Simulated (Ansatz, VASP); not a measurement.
One calculation of CuCl, two programs

```xyz
2
Lattice="0.0000 2.7393 2.7393 2.7393 0.0000 2.7393 2.7393 2.7393 0.0000" Properties=species:S:1:pos:R:3 pbc="T T T"
Cu    0.0000    0.0000    0.0000
Cl    4.1090    4.1090    4.1090
```

Alike in both runs: task single point; functional r2SCAN; k mesh 12 × 12 × 12; occupations gaussian, width 0.05 eV; no spin polarisation.

|  | VASP | Ansatz |
| --- | --- | --- |
| version | VASP 6.6.1 | Ansatz 0.2.0 |
| potentials or method | VASP PAW PBE potentials, release 64 (Cu, Cl), cutoff 660 eV | scalar-relativistic, plane waves, PAW |
| valence electrons in the cell | 18 | 26 |

|  | VASP | Ansatz | Ansatz less VASP |
| --- | --- | --- | --- |
| gap on the k mesh at the Fermi level (eV) | 0.82 | 0.84 | +0.017 |
| least direct gap on the mesh (eV) | 0.82 | 0.84 | +0.017 |
| pressure (GPa) | -3.2 | -3.2 | -0.03 |

VASP's potentials were made for PBE, not for r2SCAN. VASP's potentials hold 18 valence electrons a cell and Ansatz's 26, so a difference there can come from the potentials and not from the codes.
